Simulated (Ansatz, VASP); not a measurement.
**Al2Pt: VASP beside Ansatz**

```
Al Pt
1.0
     5.95834    0.00000    0.00000
     0.00000    5.95834    0.00000
     0.00000    0.00000    2.83670
Al Pt
4 2
Direct
  0.66586 0.83414 0.50000
  0.33414 0.16586 0.50000
  0.16586 0.66586 0.50000
  0.83414 0.33414 0.50000
  0.00000 0.00000 0.00000
  0.50000 0.50000 0.00000
```

Alike in both runs: functional PBE; k mesh 6 × 6 × 14; occupations gaussian, width 0.1 eV; no spin polarisation.

Ansatz relaxed the structure, and its values are those at the end. VASP's run is a single point on that final structure, the one shown.

|  | VASP | Ansatz |
| --- | --- | --- |
| version | VASP 6.6.1 | Ansatz 0.2.0 |
| potentials or method | VASP PAW PBE potentials, release 64 (Al, Pt), cutoff 520 eV | scalar-relativistic, plane waves, PAW |
| valence electrons in the cell | 32 | 48 |

|  | VASP | Ansatz | Ansatz less VASP |
| --- | --- | --- | --- |
| gap on the k mesh at the Fermi level (eV) | none | none | - |
| pressure (GPa) | -0.1 | 0.0 | +0.15 |

A gap of «none» marks a metal or a gap that the smearing closes. VASP's potentials hold 32 valence electrons a cell and Ansatz's 48, so a difference there can come from the potentials and not from the codes.

Spin-orbit coupling is off throughout.
